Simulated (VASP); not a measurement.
Write the native input for VASP 6.6.1 that does the following.

| Quantity | Value |
| --- | --- |
| Task | relaxation of cell and atoms |
| Functional | BLYP |
| Potentials or basis | VASP PAW PBE potentials, release 64 (Ag) |
| Cutoff | 600 eV |
| k mesh | 14 × 14 × 14 |
| Occupations | fermi-dirac, width 0.1 eV |
| Spin | no spin polarisation |
| Dipole correction | no |
| Further INCAR settings | ALGO = Normal; EDIFF = 1e-06; IBRION = 2; EDIFFG = -0.01; NSW = 80; ISIF = 3 |

The structure of Ag lies in POSCAR:

```
Ag
1.0
   -1.6216095446      1.6216095446      1.6216095446
    1.6216095446     -1.6216095446      1.6216095446
    1.6216095446      1.6216095446     -1.6216095446
Ag
1
Direct
    0.0000000000      0.0000000000      0.0000000000
```

One way to write it, as run:

INCAR

```
PREC = Accurate
ENCUT = 600
EDIFF = 1E-6
ISMEAR = -1
SIGMA = 0.1
LREAL = False
LASPH = True
NELM = 100
ALGO = Normal
ISIF = 3
LWAVE = False
LCHARG = False
GGA = B5
ALDAX = 1.0
AGGAX = 1.0
AGGAC = 1.0
ALDAC = 0.0
IBRION = 2
NSW = 80
EDIFFG = -0.01
```

KPOINTS

```
Automatic mesh
0
Gamma
  14 14 14
```

Potentials or basis: VASP PAW PBE potentials, release 64 (Ag).

The run is started by

```bash
$ cat potpaw_PBE.64/Ag/POTCAR > POTCAR
$ mpirun -np 1 vasp_std > vasp.out
```

It gave:

- Relaxed volume: 19.50 Å³/atom
- Relaxed cell: a = 2.937 Å, b = 2.937 Å, c = 2.937 Å, α = 109.47°, β = 109.47°, γ = 109.47°
- Space group after relaxing (to 0.05 Å): Im-3m (No. 229)
- Energy gained by relaxing: 87.8 meV/atom
- Ionic steps: 3
- Pressure after relaxing: 0.1 GPa

Caveat: the PAW data sets were made with another functional, which shifts forces and pressure a little.

It took 78 s on 1 thread of Intel Xeon 8259CL, with other jobs on the host, peak memory 0.16 GiB.
